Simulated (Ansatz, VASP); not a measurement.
## I in VASP and in Ansatz

```
I
1.0
     0.00000    2.59726    2.59726
     2.59726    0.00000    2.59726
     2.59726    2.59726    0.00000
I
1
Direct
  0.00000 0.00000 0.00000
```

Alike in both runs: functional PBE; k mesh 14 × 14 × 14; occupations fermi-dirac, width 0.05 eV; no spin polarisation.

Ansatz relaxed the structure, and its values are those at the end. VASP's run is a single point on that final structure, the one shown.

```csv
,VASP,Ansatz
version,VASP 6.6.1,Ansatz 0.2.0
potentials or method,"VASP PAW PBE potentials, release 64 (I)","PAW with Ansatz's default frozen-core files, scalar-relativistic"
plane-wave cutoff (eV),520,420
valence electrons in the cell,7,17
```

|  | VASP | Ansatz | Ansatz less VASP |
| --- | --- | --- | --- |
| pressure (GPa) | 0.0 | 0.0 | +0.03 |

With one functional, cell and mesh, what is left measures potentials, basis and numerics. VASP's potentials hold 7 valence electrons a cell and Ansatz's 17, so a difference there can come from the potentials and not from the codes.

Spin-orbit coupling is off throughout.
